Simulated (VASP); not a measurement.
Crystal: ZnO (krp).

```
Zn O
1.0
     3.24940    0.00000    0.00000
    -1.62470    2.81406    0.00000
     0.00000    0.00000    5.20380
Zn O
2 2
Cartesian
  0.0000 1.8760 0.0000
  1.6247 0.9380 2.6019
  0.0000 1.8760 1.9931
  1.6247 0.9380 4.5950
```

| Item | Value |
| --- | --- |
| Program | VASP 6.6.1 |
| Task | relaxation of cell and atoms |
| Functional | RPBE |
| Potentials or basis | VASP PAW PBE potentials, release 64 (Zn, O) |
| Cutoff | 600 eV |
| k mesh | 9 × 9 × 4 |
| Occupations | gaussian, width 0.1 eV |
| Spin | no spin polarisation |

At the start: pressure 10.5 GPa; volume 11.90 Å³/atom.

Question: Where does the relaxation end?

Answer: Over 3 steps the energy falls by 28.8 meV/atom and the volume is 12.84 Å³/atom (+7.9 %); space group P6_3mc (No. 186, to 0.05 Å).

The path:
```
step  energy change (eV)  largest force (eV/Å)  pressure (GPa)  volume (Å³)
   1              0.0000                0.0590           10.52        47.58
   2             -0.0937                0.0192           -3.64        53.17
   3             -0.1151                0.0272            0.05        51.35
```

Final structure:
```yaml
crystal:
  lattice:
    - [3.33379, 0.00000, 0.00000]
    - [-1.66690, 2.88715, 0.00000]
    - [0.00000, 0.00000, 5.33455]
  atoms:
    - { symbol: Zn, position: [0.33333, 0.66667, 0.00038] }
    - { symbol: Zn, position: [0.66667, 0.33333, 0.50038] }
    - { symbol: O, position: [0.33333, 0.66667, 0.38262] }
    - { symbol: O, position: [0.66667, 0.33333, 0.88262] }
```

Caveat: the PAW data sets were made with another functional, which shifts forces and pressure a little; the relaxation stopped at a loose force limit of 0.05 eV/Å, so its end isn't a converged minimum.
